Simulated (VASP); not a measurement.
A run of VASP 6.6.1 is set up as follows.

Contents of INCAR:

```
  PREC = Accurate
  ENCUT = 600
  EDIFF = 1E-6
  ISMEAR = -1
  SIGMA = 0.05
  LREAL = F
  LASPH = T
  NELM = 100
  ALGO = Normal
  ISIF = 3
  LWAVE = F
  LCHARG = F
  GGA = PS
  IBRION = 2
  NSW = 60
  EDIFFG = -0.01
  PSTRESS = 200.0
```

File KPOINTS:

```
regular mesh
0
Gamma
  8 8 4
```

Contents of POSCAR:

```
Ca
1.0
    3.9800000000      0.0000000000      0.0000000000
   -1.9900000000      3.4467811071      0.0000000000
    0.0000000000      0.0000000000      6.5200000000
Ca
2
Direct
    0.6666666667      0.3333333333      0.7500000000
    0.3333333333      0.6666666667      0.2500000000
```

Potentials or basis: VASP PAW PBE potentials, release 64 (Ca_sv).

Command:

```console
$ cat potpaw_PBE.64/Ca_sv/POTCAR > POTCAR
$ mpirun -np 1 vasp_std > vasp.out
```

Problem. Estimate the space group after relaxing (to 0.1 Å).

Solution. P6_3/mmc (No. 194).

Problem. Predict the band gap on the k mesh.

Solution. Zero (bands 10 and 11 overlap by 0.36 eV).

Final structure:
```xyz
2
Lattice="3.2135 0.0000 0.0000 -1.6068 2.7830 0.0000 0.0000 0.0000 5.3566" Properties=species:S:1:pos:R:3 pbc="T T T"
Ca    1.6067    0.9277    4.0174
Ca    0.0000    1.8553    1.3391
```

Caveat: the cell is relaxed towards a set pressure, so the run minimises the enthalpy, not the energy.
